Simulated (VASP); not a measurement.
# Al (a cell with a defect) in VASP: a series of runs, part 2 of 2

VASP 6.6.1.

## 3. Single point, LDA

INCAR reads:

```
ALGO     = Normal         # electronic algorithm
EDIFF    = 1E-7           # SCF threshold, eV
ENCUT    = 520            # plane-wave cutoff, eV
ISIF     = 2              # what is computed and relaxed
ISMEAR   = 0              # smearing method
LASPH    = True           # aspherical terms in the spheres
LCHARG   = False          # write CHGCAR
LREAL    = Auto         
LWAVE    = False          # write WAVECAR
NBANDS   = 72             # bands
NELM     = 60             # most SCF steps
PREC     = Accurate       # precision mode
SIGMA    = 0.1            # smearing width, eV
```

KPOINTS reads:

```
k-points
0
Gamma
  2 2 2
```

POSCAR reads:

```
Al
1.0
    8.1000000000      0.0000000000      0.0000000000
    0.0000000000      8.1000000000      0.0000000000
    0.0000000000      0.0000000000      8.1000000000
Al
33
Direct
    0.4972589097     -0.0028956163      0.0029668548
    0.7497500059      0.2498809991     -0.0024343499
    0.7507363619      0.0151747323      0.2501814190
    0.0023207892     -0.0021634699      0.0022153586
    0.2503072382      0.2502360725     -0.0152317032
    0.4975332837      0.5026286638      0.0026833506
    0.7507358170      0.7500936727     -0.0152282048
    0.2496353729      0.0602618709      0.2497900400
    0.5152589851      0.2502343176      0.2501385618
    0.7507595248      0.4847567268      0.2501827797
    0.4968388456     -0.0033162452      0.4967338098
    0.7497329219      0.2498651184      0.5024759397
    0.7497547967      0.0024537252      0.7498535694
    0.0020841894      0.5019390797      0.0019864570
    0.2496150124      0.7498337738     -0.0586675737
   -0.0151945263      0.2502205212      0.2501131592
    0.2496405869      0.4410125284      0.2497960202
    0.5614682638      0.7498046540      0.2497611462
    0.0027075787     -0.0025310279      0.4975212655
    0.2503183122      0.2502381531      0.5152254170
    0.4971362493      0.5030323651      0.4970331764
    0.7507239003      0.7500975544      0.5151906466
    0.2503550221      0.0151962188      0.7503740422
    0.5025217281      0.2498432686      0.7498162920
    0.7497699630      0.4975310943      0.7498645606
   -0.0577466571      0.7498304602      0.2497741281
    0.0024416870      0.5022829525      0.4977723593
    0.2496164081      0.7498226691      0.5605736450
   -0.0023522252      0.2498778146      0.7498469470
    0.2503591058      0.4847482572      0.7503813043
    0.5152410967      0.7500788307      0.7503622165
   -0.0152044197      0.7500621310      0.7503488511
    0.2524458821      0.7508487235      0.2512600639
```

Potentials or basis: VASP PAW LDA potentials, release 64 (Al).

The run is started by

```bash
cat potpaw_LDA.64/Al/POTCAR > POTCAR
mpirun -np 1 vasp_std > vasp.out
```

Run time: 3.5 min. Hardware: 1 thread of AMD EPYC 9R45 (Zen 5), shared host; peak memory 0.43 GiB.

The run converged. Its results:

| Item | Value |
| --- | --- |
| Free energy | -136.6241 eV |
| Pressure | 1.1 GPa |
| Largest force | 0.012 eV/Å |
| Band gap on the k mesh | zero (an odd number of electrons rules out a gap without spin polarisation) |

Forces on the atoms (eV/Å):
```
Al   0.006  0.002  0.003
Al   0.003  0.000 -0.009
Al  -0.007 -0.003 -0.003
Al   0.002  0.005  0.000
Al  -0.003 -0.003  0.004
Al   0.007  0.001  0.001
Al  -0.006 -0.002  0.002
Al   0.000 -0.003  0.000
Al  -0.004 -0.003 -0.002
Al  -0.007  0.003 -0.003
Al   0.005  0.002  0.002
Al   0.004  0.001  0.010
Al   0.003  0.010  0.001
Al   0.001 -0.002 -0.001
Al   0.001  0.001  0.001
Al   0.003 -0.002 -0.001
Al   0.000  0.002  0.000
Al   0.000  0.000  0.000
Al   0.003  0.004  0.004
Al  -0.004 -0.003 -0.004
Al   0.005  0.002  0.003
Al  -0.006 -0.002 -0.002
Al  -0.004 -0.004 -0.004
Al   0.012  0.001  0.002
Al   0.002 -0.008  0.001
Al  -0.003  0.000  0.001
Al   0.002 -0.001  0.006
Al   0.001  0.000 -0.004
Al  -0.008  0.001  0.002
Al  -0.004  0.004 -0.004
Al  -0.004 -0.001 -0.004
Al   0.003 -0.001 -0.003
Al  -0.003 -0.001  0.000
```

Levels at points of the mesh, in eV from the Fermi level:
```tsv
k point	band 45	band 46	band 47	band 48	band 49	band 50	band 51	band 52	band 53	band 54
(0.00, 0.00, 0.00)	-0.34	-0.11	-0.11	0.34	0.62	0.62	0.62	0.80	0.81	0.88
(0.50, 0.00, 0.00)	-0.33	-0.33	-0.28	-0.27	-0.27	-0.18	0.08	0.32	0.64	0.98
(0.00, 0.50, 0.00)	-0.33	-0.33	-0.28	-0.27	-0.27	-0.18	0.08	0.32	0.64	0.98
(0.00, 0.00, 0.50)	-0.33	-0.33	-0.28	-0.27	-0.27	-0.18	0.08	0.32	0.64	0.98
(0.50, 0.50, 0.00)	-0.47	-0.45	-0.45	-0.34	0.58	0.58	0.82	0.94	1.05	1.05
(0.00, 0.50, 0.50)	-0.47	-0.45	-0.45	-0.34	0.58	0.58	0.82	0.94	1.05	1.05
(0.50, 0.00, 0.50)	-0.47	-0.45	-0.45	-0.34	0.58	0.58	0.82	0.94	1.05	1.05
(0.50, 0.50, 0.50)	-0.70	-0.70	-0.62	-0.62	-0.62	-0.48	-0.48	-0.48	-0.41	-0.02
```

Caveat: the k points lie up to 0.39 Å⁻¹ apart, too coarse for converged energies and pressures of a metal.

## 4. Single point, LDA

INCAR reads:

```
SYSTEM = Al
  ALGO = Normal
  EDIFF = 1E-7
  ENCUT = 520
  GGA = CA
  ISIF = 2
  ISMEAR = 0
  LASPH = .TRUE.
  LCHARG = .FALSE.
  LREAL = Auto
  LWAVE = .FALSE.
  NBANDS = 72
  NELM = 80
  PREC = Accurate
  SIGMA = 0.1
```

KPOINTS reads:

```
k-points
0
G
  2 2 2
  0 0 0
```

POSCAR reads:

```
Al
1.0
    8.1000000000      0.0000000000      0.0000000000
    0.0000000000      8.1000000000      0.0000000000
    0.0000000000      0.0000000000      8.1000000000
Al
33
Direct
    0.4998043210      0.0148630864     -0.0001495062
    0.7525174074      0.2497908642     -0.0002681481
    0.7475553086     -0.0024877778      0.2519918519
   -0.0002622222      0.0025014815     -0.0002654321
    0.2470118519      0.2497725926     -0.0002883951
    0.4997667901      0.4846162963     -0.0001490123
    0.7648733333      0.7497508642     -0.0001485185
    0.2518625926     -0.0023860494      0.2518661728
    0.4997696296      0.2496411111      0.2346306173
    0.7474311111      0.5020474074      0.2520816049
    0.4997134568      0.0592140741      0.4997081481
    0.7648791358      0.2496608642      0.4997974074
    0.7474537037     -0.0025819753      0.7474572840
   -0.0002867901      0.4969897531     -0.0002900000
    0.2346265432      0.7497111111     -0.0001544444
   -0.0002850617      0.2497727160      0.2470148148
    0.2519454321      0.5019083951      0.2519493827
    0.4996906173      0.7497796296      0.1903039506
   -0.0001639506      0.0148637037      0.4998082716
    0.2346287654      0.2496419753      0.4997750617
    0.4996913580      0.4397672840      0.4996850617
    0.8097138272      0.7497872840      0.4996965432
    0.2520040741     -0.0025044444      0.7475427160
    0.4997919753      0.2496608642      0.7648807407
    0.7473212346      0.5021793827      0.7473254321
   -0.0001702469      0.7497108642      0.2346290123
   -0.0001639506      0.4846167901      0.4997719753
    0.1902654321      0.7497804938      0.4996853086
   -0.0002653086      0.2497904938      0.7525193827
    0.2520938272      0.5020633333      0.7474186420
    0.4997006173      0.7497862963      0.8097525926
   -0.0001629630      0.7497496296      0.7648755556
    0.5000629630      0.7494037037      0.5001137037
```

The run is started by

```bash
cat potpaw_LDA.64/Al/POTCAR > POTCAR
mpirun -np 1 vasp_std > vasp.out
```

Wall time 3.5 min (1 thread of AMD EPYC 9R45 (Zen 5), shared host); peak memory 0.43 GiB.

The run converged. Its results:

- Free energy: -136.6243 eV
- Pressure: 1.1 GPa
- Largest force: 0.016 eV/Å
- Band gap on the k mesh: zero (an odd number of electrons rules out a gap without spin polarisation)

Forces on the atoms (eV/Å):
```
Al   0.000  0.010  0.000
Al  -0.013  0.000  0.000
Al  -0.003 -0.005  0.004
Al   0.000 -0.013  0.000
Al   0.011  0.000  0.000
Al   0.001 -0.009  0.000
Al   0.010  0.000  0.000
Al   0.005 -0.005  0.005
Al   0.000  0.001 -0.010
Al  -0.003  0.002  0.003
Al   0.000 -0.014  0.000
Al   0.010  0.001  0.000
Al  -0.003 -0.005 -0.003
Al  -0.001  0.011 -0.001
Al  -0.009  0.001  0.000
Al   0.000  0.000  0.011
Al   0.004  0.003  0.004
Al   0.000  0.000  0.015
Al   0.000  0.010  0.000
Al  -0.010  0.001  0.000
Al   0.000  0.014  0.000
Al  -0.016  0.000  0.000
Al   0.003 -0.005 -0.003
Al   0.000  0.001  0.010
Al  -0.003  0.003 -0.003
Al   0.000  0.001 -0.010
Al   0.000 -0.009  0.001
Al   0.015  0.000  0.000
Al   0.000  0.000 -0.013
Al   0.003  0.002 -0.003
Al   0.000  0.000 -0.016
Al   0.000  0.000  0.010
Al   0.000  0.004 -0.001
```

Levels at points of the mesh, in eV from the Fermi level:
```
           k point  band 47  band 48  band 49  band 50  band 51  band 52
(0.00, 0.00, 0.00)    -0.11     0.34     0.61     0.61     0.61     0.81
(0.50, 0.00, 0.00)    -0.28    -0.26    -0.26    -0.18     0.07     0.33
(0.00, 0.50, 0.00)    -0.28    -0.26    -0.26    -0.18     0.07     0.33
(0.00, 0.00, 0.50)    -0.28    -0.26    -0.26    -0.18     0.07     0.33
(0.50, 0.50, 0.00)    -0.45    -0.35     0.58     0.58     0.82     0.93
(0.00, 0.50, 0.50)    -0.45    -0.35     0.58     0.58     0.82     0.93
(0.50, 0.00, 0.50)    -0.45    -0.35     0.58     0.58     0.82     0.93
(0.50, 0.50, 0.50)    -0.62    -0.62    -0.62    -0.48    -0.48    -0.48
```

Caveat: the k points lie up to 0.39 Å⁻¹ apart, too coarse for converged energies and pressures of a metal.
